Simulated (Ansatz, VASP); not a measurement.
**One calculation of Cs, two programs**

```
Cs
1.0
     0.00000    5.71484    5.71484
     5.71484    0.00000    5.71484
     5.71484    5.71484    0.00000
Cs
2
Cartesian
  -1.4287 -1.4287 -1.4287
  1.4287 1.4287 1.4287
```

Alike in both runs: functional PBE; k mesh 6 × 6 × 6; occupations fermi-dirac, width 0.08 eV; no spin polarisation.

Ansatz relaxed the structure, and its values are those at the end. VASP's run is a single point on that final structure, the one shown.

|  | VASP | Ansatz |
| --- | --- | --- |
| version | VASP 6.6.1 | Ansatz 0.2.0 |
| potentials or method | VASP PAW PBE potentials, release 64 (Cs_sv) | PAW with Ansatz's default frozen-core files, scalar-relativistic |
| plane-wave cutoff (eV) | 520 | 420 |
| valence electrons in the cell | 18 | 18 |

```tsv
	VASP	Ansatz	Ansatz less VASP
pressure (GPa)	0.0	0.0	0.00
```

Neither program's run includes spin-orbit coupling.
